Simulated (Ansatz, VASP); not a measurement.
# Sr2CrO3F in VASP and in Ansatz

```
CELL_PARAMETERS angstrom
3.83178 0.00000 0.00000
0.00000 3.83178 0.00000
0.00000 0.00000 13.05664
ATOMIC_POSITIONS crystal
Sr 0.25000 0.25000 0.12190
Sr 0.75000 0.75000 0.87810
Sr 0.25000 0.25000 0.39498
Sr 0.75000 0.75000 0.60502
Cr 0.75000 0.75000 0.27216
Cr 0.25000 0.25000 0.72784
F 0.75000 0.75000 0.06740
F 0.25000 0.25000 0.93260
O 0.25000 0.75000 0.24610
O 0.75000 0.25000 0.24610
O 0.75000 0.25000 0.75390
O 0.25000 0.75000 0.75390
O 0.75000 0.75000 0.41880
O 0.25000 0.25000 0.58120
```

Alike in both runs: task single point; functional PBE; k mesh 6 × 6 × 2; collinear spin; Hubbard terms Cr d U = 6.22 eV.

|  | VASP | Ansatz |
| --- | --- | --- |
| version | VASP 6.6.1 | Ansatz 0.2.0 |
| potentials or method | VASP PAW PBE potentials, release 64 (Sr_sv, Cr_pv, F, O), cutoff 520 eV | PAW plane waves |
| occupations | fermi-dirac, width 0.1 eV | fermi-dirac |
| valence electrons in the cell | 114 | 118 |

```csv
,VASP,Ansatz,Ansatz less VASP
pressure (GPa),7.6,5.7,-1.85
"traceless stress, the component that is largest in VASP (GPa)",-2.53,-2.55,-0.012
rms of the force components (eV/Å),0.198,0.155,-0.0433
net moment per atom (μB),0.00,0.00,0.000
size of the moment on the site where the two differ most (μB),2.94,2.42,-0.526
```

Site moments also hang on the region over which each program counts them. The programs project onto different local orbitals, so the same U acts differently, and such runs can settle in different states. Atom by atom the forces differ by 0.083 eV/Å (rms over components). VASP's potentials hold 114 valence electrons a cell and Ansatz's 118, so a difference there can come from the potentials and not from the codes. Ansatz's warnings: stability check not made.
